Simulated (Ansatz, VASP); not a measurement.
**Two plane-wave programs on AlTl2**

```
CELL_PARAMETERS angstrom
5.63312 0.00000 0.00000
-2.81656 4.87842 0.00000
0.00000 0.00000 3.07339
ATOMIC_POSITIONS crystal
Al 0.00000 0.00000 0.00000
Tl 0.33333 0.66667 0.50000
Tl 0.66667 0.33333 0.50000
```

Change from the starting cell: species swapped into the LuSi2 type (P6/mmm, No. 191).

Alike in both runs: task relaxation of cell and atoms; functional PBE; k mesh 6 × 6 × 6; occupations gaussian, width 0.1 eV; no spin polarisation.

```csv
,VASP,Ansatz
version,VASP 6.6.1,Ansatz 0.2.0
potentials or method,"VASP PAW PBE potentials, release 64 (Al, Tl_d), cutoff 600 eV","scalar-relativistic, plane waves, PAW"
valence electrons in the cell,29,29
```

|  | VASP | Ansatz | Ansatz less VASP |
| --- | --- | --- | --- |
| gap on the k mesh at the Fermi level, each at its own relaxed structure (eV) | none | none | - |
| relaxed volume (Å³/atom) | 27.73 | 27.67 | -0.060 |
| relaxed length of the cell vector where the two differ most in proportion (Å) | 3.207 | 3.200 | -0.0076 |

A gap of «none» marks a metal or a gap that the smearing closes.

Neither program's run includes spin-orbit coupling.
